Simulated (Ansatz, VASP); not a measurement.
One calculation of CuI, two programs

```
Cu I
1.0
     0.00000    3.03952    3.03952
     3.03952    0.00000    3.03952
     3.03952    3.03952    0.00000
Cu I
1 1
Cartesian
  0.0000 0.0000 0.0000
  1.5198 1.5198 1.5198
```

Alike in both runs: task single point; functional PBE; k mesh 12 × 12 × 12; occupations fermi-dirac, width 0.05 eV; no spin polarisation.

|  | VASP | Ansatz |
| --- | --- | --- |
| version | VASP 6.6.1 | Ansatz 0.2.0 |
| potentials or method | VASP PAW PBE potentials, release 64 (Cu, I), cutoff 520 eV | all-electron LAPW, non-relativistic |

```tsv
	VASP	Ansatz	Ansatz less VASP
gap on the k mesh at the Fermi level (eV)	1.12	2.08	+0.962
pressure (GPa)	0.0	0.8	+0.79
```

One of these differences is far larger than is usual between the two programs; its cause wasn't traced. Ansatz ran all-electron here, and VASP with PAW potentials.

Neither program's run includes spin-orbit coupling.
